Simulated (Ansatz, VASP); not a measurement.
# Sr4AlO5: VASP beside Ansatz

```
Sr Al O
1.0
     3.59389    0.00000    0.00000
    -1.79694    3.11240    0.00000
     0.00000    0.00000   15.17400
Sr Al O
4 1 5
Direct
  0.66667 0.33333 0.10273
  0.33333 0.66667 0.50018
  0.00000 0.00000 0.70013
  0.33333 0.66667 0.90192
  0.33333 0.66667 0.30207
  0.00000 0.00000 0.99591
  0.33333 0.66667 0.18814
  0.00000 0.00000 0.34501
  0.66667 0.33333 0.58512
  0.66667 0.33333 0.79507
```

Alike in both runs: task single point; functional PBE; k mesh 6 × 6 × 1; occupations gaussian, width 0.1 eV; collinear spin.

|  | VASP | Ansatz |
| --- | --- | --- |
| version | VASP 6.6.1 | Ansatz 0.2.0 |
| potentials or method | VASP PAW PBE potentials, release 64 (Sr_sv, Al, O), cutoff 520 eV | scalar-relativistic, plane waves, PAW |
| valence electrons in the cell | 73 | 73 |

|  | VASP | Ansatz | Ansatz less VASP |
| --- | --- | --- | --- |
| gap on the k mesh at the Fermi level (eV) | none | none | - |
| pressure (GPa) | 0.5 | 0.0 | -0.44 |
| traceless stress, the component that is largest in VASP (GPa) | -0.15 | -0.15 | -0.005 |
| rms of the force components (eV/Å) | 0.019 | 0.006 | -0.0126 |
| net moment per atom (μB) | 0.02 | 0.02 | +0.001 |
| size of the moment on the site where the two differ most (μB) | 0.03 | 0.01 | -0.021 |

Site moments also hang on the region over which each program counts them. Atom by atom the forces differ by 0.016 eV/Å (rms over components). A gap of «none» marks a metal or a gap that the smearing closes. Ansatz's warnings: seeded moment not kept.

The k mesh is coarse, so the values compare programs but aren't converged.
